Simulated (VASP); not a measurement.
# HfN (I4/mmm) in VASP: notebook

The runs below take HfN through single point, with PBE.

Everything below comes from runs of VASP 6.6.1. Logs are shortened: lines on timing, memory, paths and dates and some standing lists are left out, and cuts for length are marked.

### Step 1. The cell of the first run

It takes space group I4/mmm (No. 139, tetragonal). Conventional cell: a = 3.003 Å, b = 3.003 Å, c = 4.518 Å, α = 90.00°, β = 90.00°, γ = 90.00°. Hf (site symmetry 4/mmm) has 6 N at 2.12 to 2.26 Å within 2.8 Å. Within 2.8 Å of N (site symmetry 4/mmm) lie 6 Hf at 2.12 to 2.26 Å.

### Step 2. Single point, PBE (strain -0.0600 x Voigt [1, 1, 0, 0, 0, 0])

Input file INCAR:

```
  PREC = Accurate
  ENCUT = 520
  EDIFF = 1E-7
  ISMEAR = 0
  SIGMA = 0.15
  LREAL = F
  LASPH = T
  NELM = 60
  ALGO = Normal
  ISIF = 2
  LWAVE = F
  LCHARG = T
  GGA = PE
  LELF = T
  LVHAR = T
  NBANDS = 14
```

Input file KPOINTS:

```
regular mesh
0
Gamma
  18 18 18
```

Input file POSCAR:

```
HfN
1.0
    0.0000000000      2.1234600000      2.2590000000
    2.1234600000      0.0000000000      2.2590000000
    2.1234600000      2.1234600000      0.0000000000
Hf N
1 1
Direct
    0.0000000000      0.0000000000      0.0000000000
    0.5000000000      0.5000000000      0.5000000000
```

Potentials or basis: VASP PAW PBE potentials, release 64 (Hf_pv, N).

The run is started by

```console
cat potpaw_PBE.64/Hf_pv/POTCAR potpaw_PBE.64/N/POTCAR > POTCAR
mpirun -np 1 vasp_std > vasp.out
```

OUTCAR:

```text
PREC = Accurate
   ENCUT = 520
   EDIFF = 1E-7
   ISMEAR = 0
   LREAL = F
   LASPH = T
   NELM = 60
   ISIF = 2
   GGA = PE

 ion  position               nearest neighbor table
   1  0.000  0.000  0.000-   2 2.12   2 2.12   2 2.12   2 2.12   2 2.26   2 2.26
   2  0.500  0.500  0.500-   1 2.12   1 2.12   1 2.12   1 2.12   1 2.26   1 2.26

  LATTYP: Found a body centered tetragonal cell.
 ALAT       =     3.0030259312
 C/A-ratio  =     1.5044825132

  Lattice vectors:

 A1 = (  -2.1234600000,   0.0000000000,   2.2590000000)
 A2 = (   2.1234600000,   0.0000000000,   2.2590000000)
 A3 = (   0.0000000000,   2.1234600000,  -2.2590000000)

Analysis of symmetry for initial positions (statically):
=====================================================================
 Subroutine PRICEL returns:
 Original cell was already a primitive cell.

 Routine SETGRP: Setting up the symmetry group for a
 body centered tetragonal supercell.

 Subroutine GETGRP returns: Found 16 space group operations
 (whereof 16 operations were pure point group operations)
 out of a pool of 16 trial point group operations.

The static configuration has the point symmetry D_4h.

Analysis of symmetry for dynamics (positions and initial velocities):
=====================================================================
 Subroutine PRICEL returns:
 Original cell was already a primitive cell.

 Routine SETGRP: Setting up the symmetry group for a
 body centered tetragonal supercell.

 Subroutine GETGRP returns: Found 16 space group operations
 (whereof 16 operations were pure point group operations)
 out of a pool of 16 trial point group operations.

The dynamic configuration has the point symmetry D_4h.

 Subroutine INISYM returns: Found 16 space group operations
 (whereof 16 operations are pure point group operations),
 and found     1 'primitive' translations

----------------------------------------------------------------------------------------

                                     Primitive cell

  volume of cell :      20.3720

  direct lattice vectors                    reciprocal lattice vectors
     0.000000000  2.123460000  2.259000000    -0.235464760  0.235464760  0.221336875
     2.123460000  0.000000000  2.259000000     0.235464760 -0.235464760  0.221336875
     2.123460000  2.123460000  0.000000000     0.235464760  0.235464760 -0.221336875

  length of vectors
     3.100348911  3.100348911  3.003025931     0.399846619  0.399846619  0.399846619

  position of ions in fractional coordinates (direct lattice)
     0.000000000  0.000000000  0.000000000
     0.500000000  0.500000000  0.500000000

  ion indices of the primitive-cell ions
   primitive index   ion index
                 1           1
                 2           2

----------------------------------------------------------------------------------------

 KPOINTS: regular mesh

Automatic generation of k-mesh.
 Grid dimensions read from file:
 generate k-points for:   18   18   18

 Generating k-lattice:

  Cartesian coordinates                     Fractional coordinates (reciprocal lattice)
    -0.013081376  0.013081376  0.012296493     0.055555556  0.000000000  0.000000000
     0.013081376 -0.013081376  0.012296493     0.000000000  0.055555556  0.000000000
     0.013081376  0.013081376 -0.012296493     0.000000000  0.000000000  0.055555556

  Length of vectors
     0.022213701  0.022213701  0.022213701

  Shift w.r.t. Gamma in fractional coordinates (k-lattice)
     0.000000000  0.000000000  0.000000000

 Subroutine IBZKPT returns following result:
 ===========================================

 Found    480 irreducible k-points:

 Following reciprocal coordinates:
            Coordinates               Weight
  0.000000  0.000000  0.000000      1.000000
  0.055556  0.000000  0.000000      8.000000
  0.111111  0.000000  0.000000      8.000000
  0.166667 -0.000000  0.000000      8.000000
  0.222222  0.000000  0.000000      8.000000
  0.277778  0.000000  0.000000      8.000000
[... 16 lines left out ...]
 -0.277778  0.055556  0.000000      8.000000
 -0.222222  0.055556  0.000000      8.000000
 [... further k-points ...]
   k-points           NKPTS =    480   k-points in BZ     NKDIM =    480   number of bands    NBANDS=     14
   number of dos      NEDOS =    301   number of ions     NIONS =      2
   total plane-waves  NPLWV =  13824
   dimension x,y,z NGX =    24 NGY =   24 NGZ =   24
   dimension x,y,z NGXF=    48 NGYF=   48 NGZF=   48
   ions per type =               1   1
   NGX,Y,Z   is equivalent  to a cutoff of  12.87, 12.87, 13.29 a.u.
   NGXF,Y,Z  is equivalent  to a cutoff of  25.74, 25.74, 26.57 a.u.
 SYSTEM =  unknown system
   PREC   = accura    normal or accurate (medium, high low for compatibility)
   ISTART =      0    job   : 0-new  1-cont  2-samecut
   ICHARG =      2    charge: 1-file 2-atom 10-const
   ISPIN  =      1    spin polarized calculation?
   LNONCOLLINEAR =      F non collinear calculations
   LSORBIT =      F    spin-orbit coupling
   LASPH  =      T    aspherical Exc in radial PAW
   ENCUT  =  520.0 eV  38.22 Ry    6.18 a.u.   5.76  5.76  5.58*2*pi/ulx,y,z
   NELM   =     60;   NELMIN=  2; NELMDL= -5     # of ELM steps
   EDIFF  = 0.1E-06   stopping-criterion for ELM
   LREAL  =      F    real-space projection
   EDIFFG = 0.1E-05   stopping-criterion for IOM
   NSW    =      0    number of steps for IOM
   IBRION =     -1    ionic relax: 0-MD 1-quasi-New 2-CG
   NFREE  =      0    steps in history (QN), initial steepest desc. (CG)
   ISIF   =      2    stress and relaxation
   ISYM   =      2    0-nonsym 1-usesym 2-fastsym
   POTIM  = 0.5000    time-step for ionic-motion
   TEBEG  =    0.0;   TEEND  =   0.0 temperature during run
   PSTRESS=    0.0 pullay stress
   NELECT =      15.0000    total number of electrons
   NUPDOWN=      -1.0000    fix difference up-down
   EMIN   =  10.00;   EMAX   =-10.00  energy-range for DOS
   EFERMI =   0.00;   METHOD = LEGACY
   ISMEAR =     0;   SIGMA  =   0.15  broadening in eV -4-tet -1-fermi 0-gaus
   EFERMI_NEDOS =   21; number of points for ismear=-14 and -15
   IALGO  =     38    algorithm
   IMIX   =      4    mixing-type and parameters
     AMIX     =   0.40;   BMIX     =  1.00
     AMIX_MAG =   1.60;   BMIX_MAG =  1.00
  volume/ion in A,a.u.               =      10.19        68.74
  Fermi-wavevector in a.u.,A,eV,Ry     =   1.478293  2.793568 29.733485  2.185350
  Thomas-Fermi vector in A             =   2.592592
   LORBIT       =      0    0 simple, 1 ext, 2 COOP (PROOUT), +10 PAW based schemes
   GGA     = PE    functional components
   LHFCALC =     F    Hartree Fock is set to
   AEXX    =    0.0000 exact exchange contribution
   IVDW    =     0    specifies the selected vdW correction
   LEPSILON=     F    determine dielectric tensor
   LRPA    =     F    only Hartree local field effects (RPA)
 non-spin polarized calculation
 Gauss-broadening in eV      SIGMA  =   0.15
  energy-cutoff  :      520.00
  volume of cell :       20.37
 maximum number of plane-waves:       560
   NGX = 11   NGY = 11   NGZ = 11

 number of electron      15.0000000 magnetization

 Free energy of the ion-electron system (eV)
  ---------------------------------------------------
  ext. energy  EPLUGINS =         0.00000000
  ---------------------------------------------------
  free energy    TOTEN  =       -21.22791179 eV

  energy without entropy =      -21.22209211  energy(sigma->0) =      -21.22500195

 E-fermi :   9.5576     XC(G=0): -13.3882

 val. band max:        9.5557551720   @ k =  -0.0556   0.0556   0.0000
 cond. band min:       9.5625708408   @ k =  -0.3333   0.2222   0.4444
 fundamental gap:      0.0068156687
 Fermi energy:         9.5575528338

 k-point     1 :       0.0000    0.0000    0.0000
  band No.  band energies     occupation
      1     -21.1507      2.00000
      2     -21.0956      2.00000
      3     -21.0956      2.00000
      4      -8.7236      2.00000
      5       6.0944      2.00000
      6       6.5151      2.00000
      7       6.5151      2.00000
      8       8.5840      2.00000
      9       9.3948      1.87504
     10       9.3948      1.87504
     11      10.5164      0.00000
     12      12.3392      0.00000
     13      13.4550      0.00000
     14      19.4426      0.00000

 k-point     2 :       0.0556    0.0000    0.0000
  band No.  band energies     occupation
      1     -21.1788      2.00000
      2     -21.1267      2.00000
      3     -21.0973      2.00000
      4      -8.6271      2.00000
      5       5.8167      2.00000
      6       6.2034      2.00000
      7       6.2864      2.00000
      8       8.7607      2.00000
      9       9.4850      1.50586
     10       9.5025      1.39658
     11      10.7963      0.00000
     12      12.6456      0.00000
     13      13.6811      0.00000
     14      19.7284      0.00000

 k-point     3 :       0.1111    0.0000    0.0000
  band No.  band energies     occupation
      1     -21.3172      2.00000
      2     -21.1555      2.00000
      3     -21.1023      2.00000
      4      -8.3495      2.00000
      5       5.1038      2.00000
      6       5.5490      2.00000
      7       5.7328      2.00000
      8       9.1563      1.99984
      9       9.6780      0.25610
     10       9.7964      0.02432
     11      11.5332      0.00000
     12      13.4541      0.00000
     13      14.2907      0.00000
     14      20.5373      0.00000
[... 324 lines left out ...]
 k-point    23 :      -0.2778    0.0556    0.0000
  band No.  band energies     occupation
      1     -22.1620      2.00000
      2     -21.3021      2.00000
      3     -21.1112      2.00000
      4      -6.4927      2.00000
      5       1.8070      2.00000
      6       3.4180      2.00000
      7       3.5755      2.00000
      8      10.6286      0.00000
      9      11.5072      0.00000
     10      12.4791      0.00000
     11      14.0648      0.00000
     12      17.4365      0.00000
     13      18.3038      0.00000
     14      22.3469      0.00000

 k-point    24 :      -0.2222    0.0556    0.0000
  band No.  band energies     occupation
      1     -21.9174      2.00000
      2     -21.2691      2.00000
      3     -21.1001      2.00000
      4      -7.0723      2.00000
      5       2.7243      2.00000
      6       3.9122      2.00000
      7       4.0945      2.00000
      8      10.1614      0.00000
      9      10.8177      0.00000
     10      11.5520      0.00000
     11      13.0169      0.00000
     12      16.7984      0.00000
     13      17.0288      0.00000
     14      22.3528      0.00000

 [... further k-points ...]

------------------------ aborting loop because EDIFF is reached ----------------------------------------

  FORCE on cell =-STRESS in cart. coord.  units (eV):
  Direction    XX          YY          ZZ          XY          YZ          ZX
  --------------------------------------------------------------------------------------
  -------------------------------------------------------------------------------------
  Total        8.7446870      8.7446870      2.3760197      0.0000000      0.0000000      0.0000000
  in kB      687.7339405    687.7339405    186.8642535      0.0000000      0.0000000      0.0000000
  external PRESSURE =     520.7773781 kB  Pullay stress =       0.0000000 kB

 VOLUME and BASIS-vectors are now :
 -----------------------------------------------------------------------------
  energy-cutoff  :      520.00
  volume of cell :       20.37
      direct lattice vectors                 reciprocal lattice vectors
     0.000000000  2.123460000  2.259000000    -0.235464760  0.235464760  0.221336875
     2.123460000  0.000000000  2.259000000     0.235464760 -0.235464760  0.221336875
     2.123460000  2.123460000  0.000000000     0.235464760  0.235464760 -0.221336875

 POSITION                                       TOTAL-FORCE (eV/Angst)
 -----------------------------------------------------------------------------------
      0.00000      0.00000      0.00000        -0.000000      0.000000      0.000000
      2.12346      2.12346      2.25900         0.000000     -0.000000     -0.000000
 -----------------------------------------------------------------------------------
    total drift:                                0.000000     -0.000000     -0.000000

  FREE ENERGIE OF THE ION-ELECTRON SYSTEM (eV)
  ---------------------------------------------------
  free  energy   TOTEN  =       -21.2279117891 eV

  energy  without entropy=      -21.2220921137  energy(sigma->0) =      -21.22500195
```

It took 2.6 min on 1 thread of Intel Xeon 8259CL, shared host; peak memory 0.26 GiB.

Results:

```
Free energy            : -21.2279 eV
Pressure               : 52.1 GPa
Band gap on the k mesh : zero (an odd number of electrons rules out a gap without spin polarisation)
```

Stress tensor (GPa, compression positive):
```
68.77  0.00  0.00
 0.00 68.77  0.00
 0.00  0.00 18.69
```

Caveat: the cell differs from its parent crystal (strain -0.0600 x Voigt [1, 1, 0, 0, 0, 0]); the cell stands under pressure; spin-orbit coupling is left out, which moves the levels of the heavy elements.

### Step 3. Single point, PBE (strain -0.0450 x Voigt [1, 1, 0, 0, 0, 0])

Input file INCAR:

```
SYSTEM = HfN
PREC = Accurate
ENCUT = 520
EDIFF = 1E-7
ISMEAR = 0
SIGMA = 0.15
LREAL = .FALSE.
LASPH = .TRUE.
NELM = 80
ALGO = Normal
ISIF = 2
LWAVE = .FALSE.
LCHARG = .FALSE.
GGA = PE
NBANDS = 14
```

Input file KPOINTS:

```
regular mesh
0
G
  18 18 18
  0 0 0
```

Input file POSCAR:

```
HfN
1.0
    0.0000000000      2.1573450000      2.2590000000
    2.1573450000      0.0000000000      2.2590000000
    2.1573450000      2.1573450000      0.0000000000
Hf N
1 1
Direct
    0.0000000000      0.0000000000      0.0000000000
    0.5000000000      0.5000000000      0.5000000000
```

Potentials or basis: VASP PAW PBE potentials, release 64 (Hf_pv, N).

The run is started by

```console
cat potpaw_PBE.64/Hf_pv/POTCAR potpaw_PBE.64/N/POTCAR > POTCAR
mpirun -np 1 vasp_std > vasp.out
```

It took 2.9 min on 1 thread of Intel Xeon 8259CL, shared host; peak memory 0.26 GiB.

It converged, with:

| Quantity | Value |
| --- | --- |
| Free energy | -21.4649 eV |
| Pressure | 36.5 GPa |
| Band gap on the k mesh | zero (an odd number of electrons rules out a gap without spin polarisation) |

Stress tensor (GPa, compression positive):
```
47.55  0.00  0.00
 0.00 47.55  0.00
 0.00  0.00 14.49
```

Levels at points of the mesh, in eV from the Fermi level:
| k point | band 5 | band 6 | band 7 | band 8 | band 9 | band 10 | band 11 | band 12 |
| --- | --- | --- | --- | --- | --- | --- | --- | --- |
| (0.00, 0.00, 0.00) | -3.34 | -3.05 | -3.05 | -0.80 | -0.22 | -0.22 | 1.23 | 2.56 |
| (0.50, 0.00, 0.00) | -9.45 | -6.74 | -6.68 | 3.70 | 4.03 | 4.41 | 4.89 | 9.22 |
| (0.50, 0.50, 0.00) | -5.73 | -4.18 | -3.58 | -3.58 | 4.60 | 6.23 | 6.23 | 6.73 |
| (0.50, 0.00, 0.50) | -5.17 | -4.30 | -3.96 | -3.65 | 4.40 | 5.84 | 6.64 | 6.96 |

Caveat: the cell differs from its parent crystal (strain -0.0450 x Voigt [1, 1, 0, 0, 0, 0]); the cell stands under pressure; spin-orbit coupling is left out, which moves the levels of the heavy elements.

### Step 4. Single point, PBE (strain +0.0300 x Voigt [1, 1, 0, 0, 0, 0])

Input file INCAR:

```
ALGO = Normal
EDIFF = 1E-6
ENCUT = 520
GGA = PE
ISIF = 2
ISMEAR = 0
LASPH = True
LCHARG = False
LREAL = False
LWAVE = False
NBANDS = 14
NELM = 80
PREC = Accurate
SIGMA = 0.15
```

Input file KPOINTS:

```
k-points
0
Gamma
  18 18 18
```

Input file POSCAR:

```
HfN
1.0
    0.0000000000      2.3267700000      2.2590000000
    2.3267700000      0.0000000000      2.2590000000
    2.3267700000      2.3267700000      0.0000000000
Hf N
1 1
Direct
    0.0000000000      0.0000000000      0.0000000000
    0.5000000000      0.5000000000      0.5000000000
```

The run is started by

```console
cat potpaw_PBE.64/Hf_pv/POTCAR potpaw_PBE.64/N/POTCAR > POTCAR
mpirun -np 1 vasp_std > vasp.out
```

Wall time 2.7 min (1 thread of Intel Xeon 8259CL, shared host); peak memory 0.28 GiB.

The run converged. Its results:

```yaml
Free_energy: -21.7006 eV
Pressure: -11.2 GPa
Band_gap_on_the_k_mesh: zero (an odd number of electrons rules out a gap without spin polarisation)
```

Stress tensor (GPa, compression positive):
```
-14.98   0.00   0.00
  0.00 -14.98   0.00
  0.00   0.00  -3.75
```

Levels at points of the mesh, in eV from the Fermi level:
```
           k point  band 6  band 7  band 8  band 9  band 10  band 11
(0.00, 0.00, 0.00)   -2.99   -2.87   -0.41   -0.41    -0.10     1.00
(0.50, 0.00, 0.00)   -5.90   -5.89    3.00    3.35     3.53     4.12
(0.50, 0.50, 0.00)   -3.73   -3.73   -3.60    3.80     4.91     5.09
(0.50, 0.00, 0.50)   -3.66   -3.55   -3.52    3.67     4.89     5.06
```

Caveat: the cell differs from its parent crystal (strain +0.0300 x Voigt [1, 1, 0, 0, 0, 0]); the cell stands under tension; spin-orbit coupling is left out, which moves the levels of the heavy elements.

### Step 5. Summary

```csv
cell,gap on the mesh (eV),pressure (GPa)
"a = 3.100, b = 3.100, c = 3.003 Å, angles 61.0, 61.0, 57.9°, 2 atoms",none,52.1
"a = 3.124, b = 3.124, c = 3.051 Å, angles 60.8, 60.8, 58.5°, 2 atoms",none,36.5
"a = 3.243, b = 3.243, c = 3.291 Å, angles 59.5, 59.5, 61.0°, 2 atoms",none,-11.2
```

Alike in all rows: task single point; level PBE; potentials or basis VASP PAW PBE potentials, release 64 (Hf_pv, N); no spin polarisation; k mesh 18 × 18 × 18; cutoff (eV) 520; smearing gaussian 0.15 eV.

Caveats: spin-orbit coupling is left out, which moves the levels of the heavy elements; the cell stands under pressure (at least some runs); the cell stands under tension (at least some runs).

Absolute energies hang on the potentials; compare differences alone.
